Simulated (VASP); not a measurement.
Write the native input for VASP 6.6.1 that does the following.

- Task: single point
- Functional: LDA
- Potentials or basis: VASP PAW LDA potentials, release 64 (Cu, F, Tl_d)
- Cutoff: 520 eV
- k mesh: 5 × 5 × 5
- Occupations: gaussian, width 0.05 eV
- Spin: no spin polarisation
- Hubbard terms: Cu d U = 2.0 eV
- Dipole correction: no
- Further INCAR settings: ALGO = Normal; EDIFF = 1e-07; NBANDS = 30

The structure of TlCuF3 lies in POSCAR:

```
TlCuF3
1.0
    4.0905174700      0.0000000000      0.0000000000
    0.0000000000      4.0905174700      0.0000000000
    0.0000000000      0.0000000000      4.0763293000
Cu F Tl
1 3 1
Direct
    0.0000000000      0.0000000000      0.0000000000
    0.0000000000      0.0000000000      0.5000000000
    0.5000000000      0.0000000000      0.0000000000
    0.0000000000      0.5000000000      0.0000000000
    0.5000000000      0.5000000000      0.5000000000
```

The input as run:

INCAR

```
SYSTEM = TlCuF3
ALGO = Normal
EDIFF = 1E-7
ENCUT = 520
GGA = CA
ISIF = 2
ISMEAR = 0
LASPH = .True.
LCHARG = .True.
LDAU = .True.
LDAUJ = 0 0 0
LDAUL = 2 -1 -1
LDAUPRINT = 1
LDAUTYPE = 2
LDAUU = 2 0 0
LELF = .True.
LMAXMIX = 4
LREAL = .False.
LVHAR = .True.
LWAVE = .False.
NBANDS = 30
NELM = 150
PREC = Accurate
SIGMA = 0.05
```

KPOINTS

```
k-points
0
Gamma
  5 5 5
  0 0 0
```

Potentials or basis: VASP PAW LDA potentials, release 64 (Cu, F, Tl_d).

The run is started by

```bash
$ cat potpaw_LDA.64/Cu/POTCAR potpaw_LDA.64/F/POTCAR potpaw_LDA.64/Tl_d/POTCAR > POTCAR
$ mpirun -np 1 vasp_std > vasp.out
```

It gave:

| Property | Result |
| --- | --- |
| Pressure | -6.4 GPa |
| Band gap on the k mesh | zero (an odd number of electrons rules out a gap without spin polarisation) |

Caveat: the cell stands under tension; spin-orbit coupling is left out, which moves the levels of the heavy elements; an odd number of electrons without spin polarisation forces a metal; a magnetic or distorted state may lie lower; U without spin polarisation on a metal has little footing.

It took 63 s on 1 thread of Intel Xeon 8259CL, on a shared host, peak memory 0.17 GiB.
